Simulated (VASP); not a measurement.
Set up this calculation in VASP 6.6.1, as the native input.

- Task: single point
- Functional: PBE
- Potentials or basis: VASP PAW PBE potentials, release 64 (Cu, H)
- Cutoff: 520 eV
- k mesh: 4 × 4 × 4
- Occupations: gaussian, width 0.1 eV
- Spin: no spin polarisation
- Dipole correction: no
- Further INCAR settings: ALGO = Normal; EDIFF = 1e-07; NBANDS = 44

The structure of Cu3H lies in POSCAR:

```
Cu3H
1.0
    4.2699650000      0.0000000000      0.0000000000
    0.0000000000      4.2699650000      0.0000000000
    0.0000000000      0.0000000000      4.2699650000
Cu H
6 2
Direct
    0.2500000000      0.0000000000      0.5000000000
    0.5000000000      0.7500000000      0.0000000000
    0.7500000000      0.0000000000      0.5000000000
    0.5000000000      0.2500000000      0.0000000000
    0.0000000000      0.5000000000      0.7500000000
    0.0000000000      0.5000000000      0.2500000000
    0.0000000000      0.0000000000      0.0000000000
    0.5000000000      0.5000000000      0.5000000000
```

These files were run (other wordings do the same):

INCAR

```
SYSTEM = Cu3H
PREC = Accurate
ENCUT = 520
EDIFF = 1E-7
ISMEAR = 0
SIGMA = 0.1
LREAL = .False.
LASPH = .True.
NELM = 100
ALGO = Normal
ISIF = 2
LWAVE = .False.
LCHARG = .False.
GGA = PE
NBANDS = 44
```

KPOINTS

```
Automatic mesh
0
Gamma
  4 4 4
  0 0 0
```

Potentials or basis: VASP PAW PBE potentials, release 64 (Cu, H).

The run is started by

```console
$ cat potpaw_PBE.64/Cu/POTCAR potpaw_PBE.64/H/POTCAR > POTCAR
$ mpirun -np 1 vasp_std > vasp.out
```

It gave:

| Item | Value |
| --- | --- |
| Pressure | 19.7 GPa |
| Band gap on the k mesh | zero (band 34 reaches 7.85 eV, above the bottom of band 35 at 6.67 eV) |

Caveat: the k points lie up to 0.37 Å⁻¹ apart.

Wall time 16 s on 1 thread of Intel(R) Xeon(R) 6975P-C (Granite Rapids), with other jobs on the host, peak memory 0.18 GiB.
